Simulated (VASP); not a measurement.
A run of VASP 6.6.1:

The input POSCAR:

```
Rh
1.0
    0.0000000000      1.7035319727      1.7035319727
    1.7035319727      0.0000000000      1.7035319727
    1.7035319727      1.7035319727      0.0000000000
Rh
1
Direct
    0.0000000000      0.0000000000      0.0000000000
```

File INCAR.step1:

```
SYSTEM = Rh
PREC = Accurate
ENCUT = 520
ISMEAR = -1
SIGMA = 0.1
LREAL = .False.
LASPH = .True.
NELM = 60
NBANDS = 14
GGA = PE
ALGO = Normal
EDIFF = 1E-4
LWAVE = .True.
LCHARG = .False.
```

Contents of INCAR.step2:

```
SYSTEM = Rh
PREC = Accurate
ENCUT = 520
EDIFF = 1E-7
ISMEAR = -1
SIGMA = 0.1
LREAL = .False.
LASPH = .True.
NELM = 60
ALGO = Normal
ISIF = 2
LWAVE = .False.
LCHARG = .False.
METAGGA = R2SCAN
LMIXTAU = .True.
NBANDS = 14
ISTART = 1
```

Contents of KPOINTS:

```
regular mesh
0
Gamma
  17 17 17
  0 0 0
```

Potentials or basis: VASP PAW PBE potentials, release 64 (Rh_pv).

Run with:

```sh
$ cat potpaw_PBE.64/Rh_pv/POTCAR > POTCAR
$ cp INCAR.step1 INCAR
$ mpirun -np 1 vasp_std > vasp.out
$ cp INCAR.step2 INCAR
$ mpirun -np 1 vasp_std > vasp.out
```

Hardware: 1 thread of AMD EPYC 9R45 96-Core Processor (Zen 5) (shared host).

Q: Estimate the wall time of this run.

A: Run time: 55 s on 1 thread of AMD EPYC 9R45 96-Core Processor (Zen 5), on a shared host, peak memory 0.1 GiB. Counts: k points 165.
